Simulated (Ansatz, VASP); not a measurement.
H5Pt: VASP beside Ansatz

```
H Pt
1.0
     3.44308    0.00000    0.00000
    -1.72154    2.98180    0.00000
     0.00000    0.00000    5.58757
H Pt
5 1
Cartesian
  1.7215 0.0000 0.0000
  -0.8608 1.4909 0.0000
  0.8608 1.4909 0.0000
  0.0000 1.9879 2.7938
  1.7215 0.9939 2.7938
  0.0000 0.0000 0.0000
```

Alike in both runs: functional PBE; k mesh 6 × 6 × 4; occupations gaussian, width 0.1 eV; no spin polarisation.

Ansatz relaxed the structure, and its values are those at the end. VASP's run is a single point on that final structure, the one shown.

```csv
,VASP,Ansatz
version,VASP 6.6.1,Ansatz 0.2.0
potentials or method,"VASP PAW PBE potentials, release 64 (H, Pt), cutoff 520 eV","scalar-relativistic, plane waves, PAW"
valence electrons in the cell,15,23
```

```csv
,VASP,Ansatz,Ansatz less VASP
gap on the k mesh at the Fermi level (eV),none,none,-
pressure (GPa),0.2,0.2,-0.05
```

A gap of «none» marks a metal or a gap that the smearing closes. VASP's potentials hold 15 valence electrons a cell and Ansatz's 23, so a difference there can come from the potentials and not from the codes.

Neither program's run includes spin-orbit coupling.
